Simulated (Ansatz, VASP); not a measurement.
**LiAl5 in VASP and in Ansatz**

Contents of INCAR:

```
SYSTEM = LiAl5
ALGO = Fast
EDIFF = 1E-6
ENCUT = 520
GGA = PE
ISIF = 2
ISMEAR = 0
LASPH = .True.
LCHARG = .True.
LELF = .True.
LREAL = .False.
LVHAR = .True.
LWAVE = .False.
NBANDS = 18
NELM = 100
PREC = Accurate
SIGMA = 0.1
```

KPOINTS

```
k-points
0
Gamma
  6 6 2
  0 0 0
```

File POSCAR:

```
LiAl5
1.0
    3.2261256900      0.0000000000      0.0000000000
    0.0000000000      3.2261256900      0.0000000000
    0.0000000000      0.0000000000      9.6783770600
Li Al
1 5
Direct
    0.0000000000      0.0000000000      0.0000000000
    0.5000000000      0.5000000000      0.8333333300
    0.0000000000      0.0000000000      0.6666666700
    0.5000000000      0.5000000000      0.5000000000
    0.0000000000      0.0000000000      0.3333333300
    0.5000000000      0.5000000000      0.1666666700
```

Input for Ansatz:

```yaml
crystal:
  lattice:
    - [3.22612569, 0.0, 0.0]
    - [0.0, 3.22612569, 0.0]
    - [0.0, 0.0, 9.67837706]
  atoms:
    - { symbol: Li, position: [0.0, 0.0, 0.0] }
    - { symbol: Al, position: [0.5, 0.5, 0.83333333] }
    - { symbol: Al, position: [0.0, 0.0, 0.66666667] }
    - { symbol: Al, position: [0.5, 0.5, 0.5] }
    - { symbol: Al, position: [0.0, 0.0, 0.33333333] }
    - { symbol: Al, position: [0.5, 0.5, 0.16666667] }
basis:
  ecutwfc: 420
kpoints:
  mp_grid: { grid: [6, 6, 2] }
hamiltonian:
  xc: pbe
scf:
  occupations: { method: gaussian, width: 0.1 }
  lower_state_search: "off"
output:
  forces: true
  stress: true
  eigenvalues: true
```

Alike in both runs: task single point; functional PBE; k mesh 6 × 6 × 2; occupations gaussian, width 0.1 eV; no spin polarisation.

|  | VASP | Ansatz |
| --- | --- | --- |
| version | VASP 6.6.1 | Ansatz 0.2.0 |
| potentials or method | VASP PAW PBE potentials, release 64 (Li_sv, Al), cutoff 520 eV | scalar-relativistic, plane waves, PAW |
| valence electrons in the cell | 18 | 18 |

Ansatz gave:

```
gap on the k mesh at the Fermi level (eV) : none
rms of the force components (eV/Å)        : 0.096
```

**Question.** Which values does VASP return?

**Answer.** gap on the k mesh at the Fermi level (eV): none; rms of the force components (eV/Å): 0.095.

Atom by atom the forces differ by 0.001 eV/Å (rms over components). A gap of «none» marks a metal or a gap that the smearing closes.

Noted on VASP's run: the cutoff is short for stress, so the pressure is rough.
